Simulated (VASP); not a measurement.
Zr, 2 atoms in the cell. The structure is hexagonal, space group P6_3/mmc (No. 194). Conventional cell: a = 3.232 Å, b = 3.232 Å, c = 5.147 Å, α = 90.00°, β = 90.00°, γ = 120.00°. Zr (site symmetry -6m2) has 12 Zr at 3.18 to 3.23 Å within 4.2 Å. 

```yaml
Program: VASP 6.6.1
Task: relaxation of cell and atoms
Functional: PBEsol
Potentials_or_basis: VASP PAW PBE potentials, release 64 (Zr_sv)
Cutoff: 600 eV
k_mesh: 16 × 16 × 10
Occupations: gaussian, width 0.05 eV
Spin: no spin polarisation
Dipole_correction: no
Further_INCAR_settings: ALGO = Fast; EDIFF = 1e-07; IBRION = 2; EDIFFG = -0.01; NSW = 80; ISIF = 3
```

Potentials or basis: VASP PAW PBE potentials, release 64 (Zr_sv).

The run is started by

```console
$ cat potpaw_PBE.64/Zr_sv/POTCAR > POTCAR
$ mpirun -np 1 vasp_std > vasp.out
```

Hardware: 1 thread of AMD EPYC 9R45 96-Core Processor (Zen 5) (shared host).

Problem. Estimate the wall time of this run.

Solution. It took 11 min on 1 thread of AMD EPYC 9R45 96-Core Processor (Zen 5), with other jobs on the host, peak memory 0.26 GiB. Counts: scf iterations 95, k points 180, ion steps 6.
